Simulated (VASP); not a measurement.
A run of VASP 6.6.1 is set up as follows.

The input INCAR:

```
SYSTEM = Ti
PREC = Accurate
ENCUT = 500
EDIFF = 1E-6
ISMEAR = -1
SIGMA = 0.05
LREAL = .False.
LASPH = .True.
NELM = 120
ALGO = Normal
ISIF = 2
LWAVE = .False.
LCHARG = .False.
GGA = PE
NBANDS = 19
GGA_COMPAT = .False.
```

File KPOINTS:

```
Automatic mesh
0
Gamma
  9 9 9
  0 0 0
```

File POSCAR:

```
Ti
1.0
    0.0000000000      2.7912246522      2.7912246522
    2.7912246522      0.0000000000      2.7912246522
    2.7912246522      2.7912246522      0.0000000000
Ti
2
Direct
   -0.1700000000     -0.1100000000     -0.1100000000
    0.1700000000      0.1100000000      0.1100000000
```

Potentials or basis: VASP PAW PBE potentials, release 64 (Ti_sv).

Run with:

```console
$ cat potpaw_PBE.64/Ti_sv/POTCAR > POTCAR
$ mpirun -np 1 vasp_std > vasp.out
```

Estimate the pressure.

2.1 GPa.

Estimate the largest force.

1.537 eV/Å.

Predict the band gap on the k mesh.

zero (bands 12 and 13 overlap by 0.66 eV).

Stress tensor (GPa, compression positive):
```
 2.07 -5.68 -5.68
-5.68  2.07  5.68
-5.68  5.68  2.07
```

Caveat: forces of over 1 eV/Å act on the atoms, so gaps and moduli don't describe the material at rest.
